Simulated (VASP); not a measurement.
# Al2Au (R-3m) in VASP: a series of runs

Runs on Al2Au. Level: PBE. Tasks: single point.

Program: VASP 6.6.1. These are calculated values, not measurements. Logs are shortened: lines on timing, memory, paths and dates and some standing lists are left out, and cuts for length are marked.

**1. The cell of the first run**

Symmetry: R-3m, No. 166, trigonal system. The conventional cell has a = 4.416 Å, b = 4.416 Å, c = 8.947 Å, α = 90.00°, β = 90.00°, γ = 120.00°. Within 2.9 Å of Al (site symmetry 3m) lie 4 Au at 2.17 to 2.67 Å and 3 Al at 2.89 Å. Within 2.9 Å of Au (site symmetry -3m) lie 8 Al at 2.17 to 2.67 Å.

**2. Single point, PBE (strained and its atoms moved)**

File INCAR:

```
ALGO     = Fast           # electronic algorithm
EDIFF    = 1E-6           # SCF threshold, eV
ENCUT    = 520            # plane-wave cutoff, eV
GGA      = PE             # functional
ISIF     = 2              # what is computed and relaxed
ISMEAR   = 0              # smearing method
LASPH    = True           # aspherical terms in the spheres
LCHARG   = False          # write CHGCAR
LREAL    = False          # projectors in reciprocal space
LWAVE    = False          # write WAVECAR
NBANDS   = 16             # bands
NELM     = 100            # most SCF steps
PREC     = Accurate       # precision mode
SIGMA    = 0.1            # smearing width, eV
```

File KPOINTS:

```
k-points
0
Gamma
  12 12 12
```

File POSCAR:

```
Al2Au
1.0
    0.0000000000      3.1226700000      3.1226700000
    2.7626700000      0.3600000000      2.7626700000
    3.1226700000      3.1226700000      0.0000000000
Al Au
2 1
Direct
    0.2429289322      0.2712132034      0.2429289322
    0.7570710678      0.7287867966      0.7570710678
    0.0000000000      0.0000000000      0.0000000000
```

Potentials or basis: VASP PAW PBE potentials, release 64 (Al, Au).

Run with:

```bash
$ cat potpaw_PBE.64/Al/POTCAR potpaw_PBE.64/Au/POTCAR > POTCAR
$ mpirun -np 1 vasp_std > vasp.out
```

OUTCAR:

```text
EDIFF = 1E-6
   ENCUT = 520
   GGA = PE
   ISIF = 2
   ISMEAR = 0
   LASPH = True
   LREAL = False
   NELM = 100
   PREC = Accurate

 ion  position               nearest neighbor table
   1  0.243  0.271  0.243-   3 2.17   3 2.67   3 2.67   3 2.67   2 2.89   2 2.89   2 2.89   2 3.02
                             2 3.02   2 3.02
   2  0.757  0.729  0.757-   3 2.17   3 2.67   3 2.67   3 2.67   1 2.89   1 2.89   1 2.89   1 3.02
                             1 3.02   1 3.02
   3  0.000  0.000  0.000-   2 2.17   1 2.17   2 2.67   1 2.67   2 2.67   1 2.67   2 2.67   1 2.67

  LATTYP: Found a trigonal (rhomboedric) cell.
 ALAT       =     3.9235559201
 COS(alpha) =     0.3665789550

  Lattice vectors:

 A1 = (  -0.3600000000,  -2.7626700000,   2.7626700000)
 A2 = (   2.7626700000,  -2.7626700000,  -0.3600000000)
 A3 = (   2.7626700000,   0.3600000000,   2.7626700000)

Analysis of symmetry for initial positions (statically):
=====================================================================
 Subroutine PRICEL returns:
 Original cell was already a primitive cell.

 Routine SETGRP: Setting up the symmetry group for a
 trigonal (rhombohedral) supercell.

 Subroutine GETGRP returns: Found 12 space group operations
 (whereof 12 operations were pure point group operations)
 out of a pool of 12 trial point group operations.

The static configuration has the point symmetry D_3d.

Analysis of symmetry for dynamics (positions and initial velocities):
=====================================================================
 Subroutine PRICEL returns:
 Original cell was already a primitive cell.

 Routine SETGRP: Setting up the symmetry group for a
 trigonal (rhombohedral) supercell.

 Subroutine GETGRP returns: Found 12 space group operations
 (whereof 12 operations were pure point group operations)
 out of a pool of 12 trial point group operations.

The dynamic configuration has the point symmetry D_3d.

 Subroutine INISYM returns: Found 12 space group operations
 (whereof 12 operations are pure point group operations),
 and found     1 'primitive' translations

----------------------------------------------------------------------------------------

                                     Primitive cell

  volume of cell :      50.3676

  direct lattice vectors                    reciprocal lattice vectors
     0.000000000  3.122670000  3.122670000    -0.171278956  0.171278956  0.148959814
     2.762670000  0.360000000  2.762670000     0.193598098 -0.193598098  0.193598098
     3.122670000  3.122670000  0.000000000     0.148959814  0.171278956 -0.171278956

  length of vectors
     4.416122265  3.923555920  4.416122265     0.284362423  0.335321742  0.284362423

  position of ions in fractional coordinates (direct lattice)
     0.242928932  0.271213203  0.242928932
     0.757071068  0.728786797  0.757071068
     0.000000000  0.000000000  0.000000000

  ion indices of the primitive-cell ions
   primitive index   ion index
                 1           1
                 2           2
                 3           3

----------------------------------------------------------------------------------------

 KPOINTS: k-points

Automatic generation of k-mesh.
 Grid dimensions read from file:
 generate k-points for:   12   12   12

 Generating k-lattice:

  Cartesian coordinates                     Fractional coordinates (reciprocal lattice)
    -0.014273246  0.014273246  0.012413318     0.083333333 -0.000000000  0.000000000
     0.016133175 -0.016133175  0.016133175     0.000000000  0.083333333  0.000000000
     0.012413318  0.014273246 -0.014273246     0.000000000 -0.000000000  0.083333333

  Length of vectors
     0.023696869  0.027943479  0.023696869

  Shift w.r.t. Gamma in fractional coordinates (k-lattice)
     0.000000000  0.000000000  0.000000000

 Subroutine IBZKPT returns following result:
 ===========================================

 Found    189 irreducible k-points:

 Following reciprocal coordinates:
            Coordinates               Weight
  0.000000  0.000000  0.000000      1.000000
  0.083333 -0.000000  0.000000      6.000000
  0.166667  0.000000  0.000000      6.000000
  0.250000 -0.000000  0.000000      6.000000
  0.333333  0.000000  0.000000      6.000000
  0.416667  0.000000  0.000000      6.000000
[... 16 lines left out ...]
  0.250000  0.166667  0.000000      6.000000
  0.333333  0.166667  0.000000      6.000000
 [... further k-points ...]
   k-points           NKPTS =    189   k-points in BZ     NKDIM =    189   number of bands    NBANDS=     16
   number of dos      NEDOS =    301   number of ions     NIONS =      3
   total plane-waves  NPLWV =  38880
   dimension x,y,z NGX =    36 NGY =   30 NGZ =   36
   dimension x,y,z NGXF=    72 NGYF=   60 NGZF=   72
   ions per type =               2   1
   NGX,Y,Z   is equivalent  to a cutoff of  13.55, 12.71, 13.55 a.u.
   NGXF,Y,Z  is equivalent  to a cutoff of  27.10, 25.42, 27.10 a.u.
 SYSTEM =  unknown system
   PREC   = accura    normal or accurate (medium, high low for compatibility)
   ISTART =      0    job   : 0-new  1-cont  2-samecut
   ICHARG =      2    charge: 1-file 2-atom 10-const
   ISPIN  =      1    spin polarized calculation?
   LNONCOLLINEAR =      F non collinear calculations
   LSORBIT =      F    spin-orbit coupling
   LASPH  =      T    aspherical Exc in radial PAW
   ENCUT  =  520.0 eV  38.22 Ry    6.18 a.u.   8.21  7.30  8.21*2*pi/ulx,y,z
   NELM   =    100;   NELMIN=  2; NELMDL= -5     # of ELM steps
   EDIFF  = 0.1E-05   stopping-criterion for ELM
   LREAL  =      F    real-space projection
   EDIFFG = 0.1E-04   stopping-criterion for IOM
   NSW    =      0    number of steps for IOM
   IBRION =     -1    ionic relax: 0-MD 1-quasi-New 2-CG
   NFREE  =      0    steps in history (QN), initial steepest desc. (CG)
   ISIF   =      2    stress and relaxation
   ISYM   =      2    0-nonsym 1-usesym 2-fastsym
   POTIM  = 0.5000    time-step for ionic-motion
   TEBEG  =    0.0;   TEEND  =   0.0 temperature during run
   PSTRESS=    0.0 pullay stress
   NELECT =      17.0000    total number of electrons
   NUPDOWN=      -1.0000    fix difference up-down
   EMIN   =  10.00;   EMAX   =-10.00  energy-range for DOS
   EFERMI =   0.00;   METHOD = LEGACY
   ISMEAR =     0;   SIGMA  =   0.10  broadening in eV -4-tet -1-fermi 0-gaus
   EFERMI_NEDOS =   21; number of points for ismear=-14 and -15
   IALGO  =     68    algorithm
   IMIX   =      4    mixing-type and parameters
     AMIX     =   0.40;   BMIX     =  1.00
     AMIX_MAG =   1.60;   BMIX_MAG =  1.00
  volume/ion in A,a.u.               =      16.79       113.30
  Fermi-wavevector in a.u.,A,eV,Ry     =   1.139832  2.153970 17.676914  1.299217
  Thomas-Fermi vector in A             =   2.276535
   LORBIT       =      0    0 simple, 1 ext, 2 COOP (PROOUT), +10 PAW based schemes
   GGA     = PE    functional components
   LHFCALC =     F    Hartree Fock is set to
   AEXX    =    0.0000 exact exchange contribution
   IVDW    =     0    specifies the selected vdW correction
   LEPSILON=     F    determine dielectric tensor
   LRPA    =     F    only Hartree local field effects (RPA)
 non-spin polarized calculation
 RMM-DIIS sequential band-by-band and
 Gauss-broadening in eV      SIGMA  =   0.10
  energy-cutoff  :      520.00
  volume of cell :       50.37
 maximum number of plane-waves:      1372
 NGX is ok and might be reduce to    36
   NGX = 17   NGY = 15   NGZ = 17

 number of electron      17.0000000 magnetization

 Free energy of the ion-electron system (eV)
  ---------------------------------------------------
  ext. energy  EPLUGINS =         0.00000000
  ---------------------------------------------------
  free energy    TOTEN  =       -10.21967024 eV

  energy without entropy =      -10.21664745  energy(sigma->0) =      -10.21815885

 E-fermi :   8.8872     XC(G=0): -10.8094

 val. band max:        8.8664748558   @ k =   0.2500   0.2500   0.0000
 cond. band min:       8.8916427597   @ k =   0.2500   0.1667   0.0000
 fundamental gap:      0.0251679040
 Fermi energy:         8.8871765773

 k-point     1 :       0.0000    0.0000    0.0000
  band No.  band energies     occupation
      1      -2.5516      2.00000
      2       1.2122      2.00000
      3       1.3619      2.00000
      4       1.3619      2.00000
      5       2.6440      2.00000
      6       2.6440      2.00000
[... 8 lines left out ...]
     15      14.9387      0.00000
     16      15.8939      0.00000

 k-point     2 :       0.0833   -0.0000    0.0000
  band No.  band energies     occupation
      1      -2.4680      2.00000
      2       1.2189      2.00000
      3       1.3671      2.00000
      4       1.3715      2.00000
      5       2.6350      2.00000
      6       2.6434      2.00000
[... 8 lines left out ...]
     15      14.8939      0.00000
     16      15.7542      0.00000

 k-point     3 :       0.1667    0.0000    0.0000
  band No.  band energies     occupation
      1      -2.2246      2.00000
      2       1.2179      2.00000
      3       1.3781      2.00000
      4       1.4243      2.00000
      5       2.6138      2.00000
      6       2.6479      2.00000
[... 8 lines left out ...]
     15      15.4584      0.00000
     16      15.9217      0.00000

 k-point     4 :       0.2500   -0.0000    0.0000
  band No.  band energies     occupation
      1      -1.8477      2.00000
      2       1.2160      2.00000
      3       1.3853      2.00000
      4       1.5239      2.00000
      5       2.5943      2.00000
      6       2.6686      2.00000
[... 8 lines left out ...]
     15      15.4062      0.00000
     16      17.5698      0.00000
[... 324 lines left out ...]
 k-point    22 :       0.1667    0.1667    0.0000
  band No.  band energies     occupation
      1      -2.0399      2.00000
      2       1.0992      2.00000
      3       1.4245      2.00000
      4       1.5835      2.00000
      5       2.4840      2.00000
      6       2.6821      2.00000
[... 8 lines left out ...]
     15      15.4267      0.00000
     16      15.6446      0.00000

 k-point    23 :       0.2500    0.1667    0.0000
  band No.  band energies     occupation
      1      -1.8137      2.00000
      2       1.1406      2.00000
      3       1.4092      2.00000
      4       1.5906      2.00000
      5       2.4808      2.00000
      6       2.7554      2.00000
[... 8 lines left out ...]
     15      16.0638      0.00000
     16      16.9624      0.00000

 k-point    24 :       0.3333    0.1667    0.0000
  band No.  band energies     occupation
      1      -1.4521      2.00000
      2       1.1600      2.00000
      3       1.4612      2.00000
      4       1.5965      2.00000
      5       2.5105      2.00000
      6       2.8035      2.00000
[... 8 lines left out ...]
     15      16.5318      0.00000
     16      18.1469      0.00000

 [... further k-points ...]
[... 5 lines left out ...]
  --------------------------------------------------------------------------------------
  -------------------------------------------------------------------------------------
  Total        7.9117144      7.9117144      7.9117144     -8.1756354     -8.1756354      8.1756354
  in kB      251.6692106    251.6692106    251.6692106   -260.0644574   -260.0644574    260.0644574
  external PRESSURE =     251.6692106 kB  Pullay stress =       0.0000000 kB

 VOLUME and BASIS-vectors are now :
 -----------------------------------------------------------------------------
  energy-cutoff  :      520.00
  volume of cell :       50.37
      direct lattice vectors                 reciprocal lattice vectors
     0.000000000  3.122670000  3.122670000    -0.171278956  0.171278956  0.148959814
     2.762670000  0.360000000  2.762670000     0.193598098 -0.193598098  0.193598098
     3.122670000  3.122670000  0.000000000     0.148959814  0.171278956 -0.171278956

 POSITION                                       TOTAL-FORCE (eV/Angst)
 -----------------------------------------------------------------------------------
      1.50786      1.61481      1.50786        -2.710679      2.710679     -2.710679
      4.37748      4.99053      4.37748         2.710679     -2.710679      2.710679
      0.00000      0.00000      0.00000         0.000000     -0.000000      0.000000
 -----------------------------------------------------------------------------------
    total drift:                                0.000000     -0.000000      0.000000

  FREE ENERGIE OF THE ION-ELECTRON SYSTEM (eV)
  ---------------------------------------------------
  free  energy   TOTEN  =       -10.2196702411 eV

  energy  without entropy=      -10.2166474533  energy(sigma->0) =      -10.21815885
```

It took 4.1 min on 1 thread of AMD EPYC 7R43 (Zen 3), shared host; peak memory 0.27 GiB.

What came out:

* Free energy: -10.2197 eV
* Pressure: 25.2 GPa
* Largest force: 4.695 eV/Å
* Band gap on the k mesh: zero (an odd number of electrons rules out a gap without spin polarisation)

Forces in eV/Å, atoms in the order of the input:
```
Al  -2.711  2.711 -2.711
Al   2.711 -2.711  2.711
Au   0.000  0.000  0.000
```

Levels at points of the mesh, in eV from the Fermi level:
| k point | band 5 | band 6 | band 7 | band 8 | band 9 | band 10 | band 11 | band 12 | band 13 | band 14 |
| --- | --- | --- | --- | --- | --- | --- | --- | --- | --- | --- |
| (0.00, 0.00, 0.00) | -6.24 | -6.24 | 1.36 | 2.06 | 2.06 | 3.34 | 3.34 | 3.78 | 4.83 | 6.05 |
| (0.50, 0.00, 0.00) | -6.30 | -6.12 | -5.82 | 0.52 | 0.69 | 3.06 | 3.95 | 4.13 | 6.08 | 6.95 |
| (0.00, 0.50, 0.00) | -6.46 | -6.33 | -6.33 | -1.12 | -1.12 | 2.05 | 2.43 | 2.82 | 2.82 | 10.06 |
| (0.50, 0.50, 0.00) | -6.26 | -6.05 | -5.51 | -3.34 | -1.36 | 0.56 | 2.89 | 6.98 | 9.13 | 9.42 |

Caveat: the cell differs from its parent crystal (strained and its atoms moved); the cell stands under pressure; spin-orbit coupling is left out, which moves the levels of the heavy elements; forces of over 1 eV/Å act on the atoms, so gaps and moduli don't describe the material at rest.

**3. Single point, PBE (strained and its atoms moved)**

File INCAR:

```
PREC = Accurate ; ENCUT = 520
EDIFF = 1E-6 ; ISMEAR = 0
SIGMA = 0.1 ; LREAL = False
LASPH = True ; NELM = 80
ALGO = Fast ; ISIF = 2
LWAVE = False ; LCHARG = False
GGA = PE ; NBANDS = 16
```

File KPOINTS:

```
regular mesh
0
Gamma
  12 12 12
```

File POSCAR:

```
Al2Au
1.0
   -0.0600000000      3.1113900000      3.1113900000
    3.1113900000     -0.0600000000      3.1113900000
    3.1113900000      3.1113900000     -0.0600000000
Al Au
2 1
Direct
    0.2323223305      0.2323223305      0.2323223305
    0.7676776695      0.7676776695      0.7676776695
    0.0000000000      0.0000000000      0.0000000000
```

Potentials or basis: VASP PAW PBE potentials, release 64 (Al, Au).

Run with:

```bash
$ cat potpaw_PBE.64/Al/POTCAR potpaw_PBE.64/Au/POTCAR > POTCAR
$ mpirun -np 1 vasp_std > vasp.out
```

Wall time 4.8 min (1 thread of AMD EPYC 7R43 (Zen 3), shared host); peak memory 0.31 GiB.

Results (log left out):

```yaml
Free_energy: -11.5835 eV
Pressure: -5.9 GPa
Largest_force: 1.253 eV/Å
Band_gap_on_the_k_mesh: zero (an odd number of electrons rules out a gap without spin polarisation)
```

Forces in eV/Å, atoms in the order of the input:
```
Al   0.723  0.723  0.723
Al  -0.723 -0.723 -0.723
Au   0.000  0.000  0.000
```

Stress tensor (GPa, compression positive):
```
-5.90  4.14  4.14
 4.14 -5.90  4.14
 4.14  4.14 -5.90
```

Levels at points of the mesh, in eV from the Fermi level:
```tsv
k point	band 5	band 6	band 7	band 8	band 9	band 10	band 11	band 12	band 13	band 14
(0.00, 0.00, 0.00)	-5.08	-5.08	1.28	2.31	3.03	3.03	3.12	3.12	3.76	5.15
(0.50, 0.00, 0.00)	-5.13	-4.91	-4.77	0.15	1.14	2.54	2.84	2.86	4.06	8.05
(0.50, 0.50, 0.00)	-5.20	-4.86	-4.52	-1.92	-1.59	0.51	1.98	7.60	8.57	8.92
(0.50, 0.50, 0.50)	-5.44	-5.16	-5.16	-0.05	-0.05	2.41	3.27	3.48	3.48	8.35
```

Caveat: the cell differs from its parent crystal (strained and its atoms moved); the cell stands under tension; spin-orbit coupling is left out, which moves the levels of the heavy elements; forces of over 1 eV/Å act on the atoms, so gaps and moduli don't describe the material at rest.
